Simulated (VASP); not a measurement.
# ZnCd2Se3 in VASP: further runs, part 2 of 2

VASP 6.6.1. The steps go on from the part before.

## Step 3: Single point, PBE

INCAR reads:

```
ALGO = Normal ; EDIFF = 1E-6
ENCUT = 520 ; GGA = PE
ISIF = 2 ; ISMEAR = 0
LASPH = T ; LCHARG = T
LELF = T ; LREAL = F
LVHAR = T ; LWAVE = F
NBANDS = 66 ; NELM = 80
PREC = Accurate ; SIGMA = 0.02
```

KPOINTS reads:

```
k-points
0
Gamma
  12 12 2
```

POSCAR reads:

```
ZnCd2Se3
1.0
    4.2617126143      0.0000000000      0.0000000000
   -2.1308563072      3.6907513876      0.0000000000
    0.0000000000      0.0000000000     21.0996504000
Zn Cd Se
2 4 6
Direct
    0.0000000000      0.0000000000      0.9928190000
    0.6666666667      0.3333333333      0.8400920000
    0.0000000000      0.0000000000      0.3308760000
    0.0000000000      0.0000000000      0.6780640000
    0.6666666667      0.3333333333      0.1573360000
    0.6666666667      0.3333333333      0.5043440000
    0.0000000000      0.0000000000      0.1106470000
    0.0000000000      0.0000000000      0.4575090000
    0.0000000000      0.0000000000      0.8051030000
    0.6666666667      0.3333333333      0.2840140000
    0.6666666667      0.3333333333      0.6309490000
    0.6666666667      0.3333333333      0.9582450000
```

Potentials or basis: VASP PAW PBE potentials, release 64 (Zn, Cd, Se).

The run is started by

```bash
$ cat potpaw_PBE.64/Zn/POTCAR potpaw_PBE.64/Cd/POTCAR potpaw_PBE.64/Se/POTCAR > POTCAR
$ mpirun -np 1 vasp_std > vasp.out
```

OUTCAR:

```text
EDIFF = 1E-6
   ENCUT = 520
   GGA = PE
   ISIF = 2
   ISMEAR = 0
   LASPH = T
   LREAL = F
   NELM = 80
   PREC = Accurate

 ion  position               nearest neighbor table
   1  0.000  0.000  0.993-   7 2.49  12 2.57  12 2.57  12 2.57
   2  0.667  0.333  0.840-  12 2.49   9 2.57   9 2.57   9 2.57
   3  0.000  0.000  0.331-  10 2.65  10 2.65  10 2.65   8 2.67
   4  0.000  0.000  0.678-  11 2.65  11 2.65  11 2.65   9 2.68
   5  0.667  0.333  0.157-   7 2.65   7 2.65   7 2.65  10 2.67
   6  0.667  0.333  0.504-   8 2.65   8 2.65   8 2.65  11 2.67
   7  0.000  0.000  0.111-   1 2.49   5 2.65   5 2.65   5 2.65
   8  0.000  0.000  0.458-   6 2.65   6 2.65   6 2.65   3 2.67
   9  0.000  0.000  0.805-   2 2.57   2 2.57   2 2.57   4 2.68
  10  0.667  0.333  0.284-   3 2.65   3 2.65   3 2.65   5 2.67
  11  0.667  0.333  0.631-   4 2.65   4 2.65   4 2.65   6 2.67
  12  0.667  0.333  0.958-   2 2.49   1 2.57   1 2.57   1 2.57

  LATTYP: Found a hexagonal cell.
 ALAT       =     4.2617126143
 C/A-ratio  =     4.9509791742

  Lattice vectors:

 A1 = (   4.2617126143,   0.0000000000,   0.0000000000)
 A2 = (  -2.1308563072,   3.6907513876,   0.0000000000)
 A3 = (   0.0000000000,   0.0000000000,  21.0996504000)

Analysis of symmetry for initial positions (statically):
=====================================================================
 Subroutine PRICEL returns:
 Original cell was already a primitive cell.

 Routine SETGRP: Setting up the symmetry group for a
 hexagonal supercell.

 Subroutine GETGRP returns: Found  6 space group operations
 (whereof  6 operations were pure point group operations)
 out of a pool of 24 trial point group operations.

The static configuration has the point symmetry C_3v.

Analysis of symmetry for dynamics (positions and initial velocities):
=====================================================================
 Subroutine PRICEL returns:
[... 154 lines left out ...]
   GGA     = PE    functional components
   LHFCALC =     F    Hartree Fock is set to
   AEXX    =    0.0000 exact exchange contribution
   IVDW    =     0    specifies the selected vdW correction
   LEPSILON=     F    determine dielectric tensor
   LRPA    =     F    only Hartree local field effects (RPA)
 non-spin polarized calculation
 Gauss-broadening in eV      SIGMA  =   0.02
  energy-cutoff  :      520.00
  volume of cell :      331.87
 maximum number of plane-waves:      8982
 NGX is ok and might be reduce to    32
   NGX = 15   NGY = 15   NGZ = 79

 number of electron     107.9999999 magnetization

 Free energy of the ion-electron system (eV)
  ---------------------------------------------------
  ext. energy  EPLUGINS =         0.00000000
  ---------------------------------------------------
  free energy    TOTEN  =       -33.76974347 eV

  energy without entropy =      -33.76974347  energy(sigma->0) =      -33.76974347

 E-fermi :   0.9548     XC(G=0):  -8.7948

 val. band max:        0.8438785190   @ k =   0.0000   0.0000   0.0000
 cond. band min:       1.4185900543   @ k =   0.0000   0.0000   0.0000
 fundamental gap:      0.5747115353
 Fermi energy:         0.9547567508

 k-point     1 :       0.0000    0.0000    0.0000
  band No.  band energies     occupation
      1     -11.8679      2.00000
      2     -11.6205      2.00000
      3     -11.6044      2.00000
      4     -11.4350      2.00000
      5     -11.3925      2.00000
      6     -11.2941      2.00000
[... 1645 lines left out ...]
     65       6.2221      0.00000
     66       6.4606      0.00000

 [... further k-points ...]
[... 5 lines left out ...]
  --------------------------------------------------------------------------------------
  -------------------------------------------------------------------------------------
  Total        0.5057835      0.5057835      0.4860452     -0.0000000     -0.0000000     -0.0000000
  in kB        2.4417491      2.4417491      2.3464595     -0.0000000     -0.0000000     -0.0000000
  external PRESSURE =       2.4099859 kB  Pullay stress =       0.0000000 kB

 VOLUME and BASIS-vectors are now :
 -----------------------------------------------------------------------------
  energy-cutoff  :      520.00
  volume of cell :      331.87
      direct lattice vectors                 reciprocal lattice vectors
     4.261712614  0.000000000  0.000000000     0.234647451  0.135473769  0.000000000
    -2.130856307  3.690751388  0.000000000     0.000000000  0.270947538  0.000000000
     0.000000000  0.000000000 21.099650400     0.000000000  0.000000000  0.047394150

 POSITION                                       TOTAL-FORCE (eV/Angst)
 -----------------------------------------------------------------------------------
      0.00000      0.00000     20.94813        -0.000000      0.000000     -0.001083
      2.13086      1.23025     17.72565         0.000000      0.000000     -0.000217
      0.00000      0.00000      6.98137        -0.000000      0.000000      0.007191
      0.00000      0.00000     14.30691        -0.000000     -0.000000      0.001373
      2.13086      1.23025      3.31973        -0.000000      0.000000      0.007237
      2.13086      1.23025     10.64148         0.000000      0.000000      0.004719
      0.00000      0.00000      2.33461        -0.000000      0.000000     -0.012604
      0.00000      0.00000      9.65328        -0.000000      0.000000     -0.008036
      0.00000      0.00000     16.98739         0.000000     -0.000000      0.013063
      2.13086      1.23025      5.99260        -0.000000     -0.000000     -0.013065
      2.13086      1.23025     13.31280         0.000000     -0.000000      0.000358
      2.13086      1.23025     20.21863        -0.000000      0.000000      0.001063
 -----------------------------------------------------------------------------------
    total drift:                                0.000003     -0.000001     -0.000890

  FREE ENERGIE OF THE ION-ELECTRON SYSTEM (eV)
  ---------------------------------------------------
  free  energy   TOTEN  =       -33.7697434676 eV

  energy  without entropy=      -33.7697434676  energy(sigma->0) =      -33.76974347
```

OSZICAR:

```text
N       E                     dE             d eps       ncg     rms          rms(c)
DAV:   1     0.884465736665E+03    0.88447E+03   -0.48682E+04  5016   0.160E+03
DAV:   2     0.624489781032E+02   -0.82202E+03   -0.78909E+03  5192   0.394E+02
DAV:   3    -0.321751737412E+02   -0.94624E+02   -0.93031E+02  5690   0.132E+02
DAV:   4    -0.358748730511E+02   -0.36997E+01   -0.36788E+01  5760   0.249E+01
DAV:   5    -0.359199142312E+02   -0.45041E-01   -0.44992E-01  5800   0.271E+00    0.131E+01
DAV:   6    -0.338352299980E+02    0.20847E+01   -0.45792E+00  6422   0.208E+01    0.101E+01
DAV:   7    -0.338032342560E+02    0.31996E-01   -0.28020E+00  5604   0.601E+00    0.331E+00
DAV:   8    -0.337682111195E+02    0.35023E-01   -0.27843E-01  5482   0.328E+00    0.774E-01
DAV:   9    -0.337683537660E+02   -0.14265E-03   -0.29832E-02  5524   0.994E-01    0.252E-01
DAV:  10    -0.337692318628E+02   -0.87810E-03   -0.21275E-03  5494   0.281E-01    0.103E-01
DAV:  11    -0.337696066745E+02   -0.37481E-03   -0.31237E-04  5456   0.195E-01    0.457E-02
DAV:  12    -0.337697219921E+02   -0.11532E-03   -0.13411E-04  5350   0.977E-02    0.116E-02
DAV:  13    -0.337697376493E+02   -0.15657E-04   -0.26154E-05  5744   0.270E-02    0.579E-03
DAV:  14    -0.337697426853E+02   -0.50360E-05   -0.87262E-06  4476   0.250E-02    0.351E-03
DAV:  15    -0.337697434676E+02   -0.78233E-06   -0.12290E-06  3996   0.140E-02
   1 F= -.33769743E+02 E0= -.33769743E+02  d E =-.351658E-17
```

Run time: 26 min. Hardware: 1 thread of Oxide Virtual Turin-like, shared host; peak memory 0.82 GiB.

What came out:

```yaml
Free_energy: -33.7697 eV
Pressure: 0.2 GPa
Largest_force: 0.013 eV/Å
Band_gap_on_the_k_mesh: 0.57 eV
```

Forces on the atoms (eV/Å):
```
Zn   0.000  0.000 -0.001
Zn   0.000  0.000  0.000
Cd   0.000  0.000  0.007
Cd   0.000  0.000  0.001
Cd   0.000  0.000  0.007
Cd   0.000  0.000  0.005
Se   0.000  0.000 -0.013
Se   0.000  0.000 -0.008
Se   0.000  0.000  0.013
Se   0.000  0.000 -0.013
Se   0.000  0.000  0.000
Se   0.000  0.000  0.001
```

Levels at points of the mesh, in eV from the valence-band top:
```csv
k point,band 51,band 52,band 53,band 54,band 55,band 56,band 57,band 58
"(0.00, 0.00, 0.00)",-0.17,-0.17,0.00,0.00,0.57,1.66,1.92,2.12
"(0.50, 0.00, 0.00)",-1.17,-1.12,-0.99,-0.72,2.52,2.57,2.84,3.08
"(0.00, 0.00, 0.50)",-0.12,-0.12,-0.02,-0.02,1.19,1.27,1.70,2.32
"(0.50, 0.00, 0.50)",-1.28,-1.26,-0.87,-0.77,2.67,2.73,2.79,2.85
```
